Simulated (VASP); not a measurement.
Crystal: Sc2SbP3.

```xyz
6
Lattice="5.9295 0.0000 0.0000 -2.9647 5.1351 0.0000 0.0000 0.0000 3.9067" Properties=species:S:1:pos:R:3 pbc="T T T"
Sc    0.0000    3.4234    0.0000
Sc    2.9647    1.7117    0.0000
Sb    0.0000    0.0000    0.0000
P     2.9647    0.0000    1.9533
P     1.4824    2.5675    1.9533
P    -1.4824    2.5675    1.9533
```

The cell was generated, and may not be a known phase.

- Program: VASP 6.6.1
- Task: relaxation of cell and atoms
- Functional: PBE
- Potentials or basis: VASP PAW PBE potentials, release 64 (Sc_sv, Sb, P)
- Cutoff: 600 eV
- k mesh: 6 × 6 × 10
- Occupations: gaussian, width 0.1 eV
- Spin: no spin polarisation

At the start: pressure 0.3 GPa; volume 19.83 Å³/atom.

Q: Where does the relaxation end?

A: Over 6 steps the energy falls by 4.4 meV/atom and the volume is 19.55 Å³/atom (-1.4 %); space group P6/mmm (No. 191, to 0.1 Å) before and after.

The path:
```tsv
step	energy change (eV)	largest force (eV/Å)	pressure (GPa)	volume (Å³)
1	0.0000	0.0000	0.29	118.95
2	-0.0106	0.0000	-0.48	119.57
3	-0.0129	0.0000	-1.05	120.03
4	-0.0200	0.0000	-0.73	119.17
5	-0.0262	0.0000	-0.12	117.67
6	-0.0264	0.0000	0.04	117.31
```

Final structure:
```yaml
crystal:
  lattice:
    - [5.79966, 0.00000, 0.00000]
    - [-2.89983, 5.02265, 0.00000]
    - [0.00000, 0.00000, 4.02706]
  atoms:
    - { symbol: Sc, position: [0.33333, 0.66667, 0.00000] }
    - { symbol: Sc, position: [0.66667, 0.33333, 0.00000] }
    - { symbol: Sb, position: [0.00000, 0.00000, 0.00000] }
    - { symbol: P, position: [0.50000, 0.00000, 0.50000] }
    - { symbol: P, position: [0.50000, 0.50000, 0.50000] }
    - { symbol: P, position: [0.00000, 0.50000, 0.50000] }
```
